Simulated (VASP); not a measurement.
Crystal: Zr2Te3Pd2.

```
Zr Te Pd
1.0
     4.23211    0.00471    0.00669
    -2.11198    3.59449   -0.05619
     0.01676   -0.15282   10.61163
Zr Te Pd
2 3 2
Cartesian
  -0.1077 2.4617 1.4911
  2.0919 0.9701 9.0648
  0.1139 2.1834 7.2600
  2.2737 1.1979 3.2991
  -0.0653 -0.0896 10.6390
  2.1042 1.1363 5.9835
  0.0167 2.3266 4.5606
```

| Quantity | Value |
| --- | --- |
| Program | VASP 6.6.1 |
| Task | relaxation of cell and atoms |
| Functional | PBE |
| Potentials or basis | VASP PAW PBE potentials, release 64 (Zr_sv, Te, Pd) |
| Cutoff | 600 eV |
| k mesh | 6 × 6 × 2 |
| Occupations | gaussian, width 0.2 eV |
| Spin | no spin polarisation |

At the start: pressure 2.4 GPa; volume 23.07 Å³/atom.

Where does the relaxation end?

Over 18 steps the energy falls by 53.3 meV/atom and the volume is 23.52 Å³/atom (+1.9 %); space group P1 (No. 1, to 0.1 Å) before, P-3m1 (No. 164, to 0.1 Å).

The path:
| step | energy change (eV) | largest force (eV/Å) | pressure (GPa) | volume (Å³) |
| --- | --- | --- | --- | --- |
| 1 | 0.0000 | 1.1161 | 2.43 | 161.50 |
| 2 | -0.1751 | 0.6071 | -2.71 | 169.81 |
| 3 | -0.1755 | 0.6315 | -2.48 | 169.36 |
| 4 | -0.3227 | 0.3392 | -0.44 | 165.28 |
| 5 | -0.3335 | 0.3567 | 0.43 | 163.92 |
| 6 | -0.3489 | 0.2393 | -0.06 | 164.82 |
| 7 | -0.3514 | 0.1772 | -0.32 | 165.35 |
| 8 | -0.3589 | 0.1437 | 0.25 | 164.36 |
| 9 | -0.3598 | 0.1318 | 0.48 | 163.95 |
| 10 | -0.3650 | 0.1165 | 0.07 | 164.61 |
| 11 | -0.3662 | 0.1293 | -0.24 | 165.13 |
| 12 | -0.3693 | 0.1111 | -0.07 | 164.79 |
| 13 | -0.3709 | 0.1059 | 0.17 | 164.34 |
| 14 | -0.3724 | 0.0642 | -0.12 | 164.83 |
| 15 | -0.3724 | 0.0540 | -0.21 | 164.98 |
| 16 | -0.3732 | 0.0389 | 0.03 | 164.56 |
| 17 | -0.3732 | 0.0390 | 0.02 | 164.57 |
| 18 | -0.3734 | 0.0201 | 0.00 | 164.61 |

Final structure:
```xyz
7
Lattice="4.2398 0.0015 0.0006 -2.1186 3.6714 -0.0018 0.0024 -0.0017 10.5730" Properties=species:S:1:pos:R:3 pbc="T T T"
Zr   -0.0006    2.4509    1.5434
Zr    2.1204    1.2211    9.0282
Te    0.0029    2.4425    7.2664
Te    2.1217    1.2272    3.3072
Te    2.1211    3.6705   10.5714
Pd    2.1255    1.2196    6.0998
Pd    0.0031    2.4528    4.4711
```
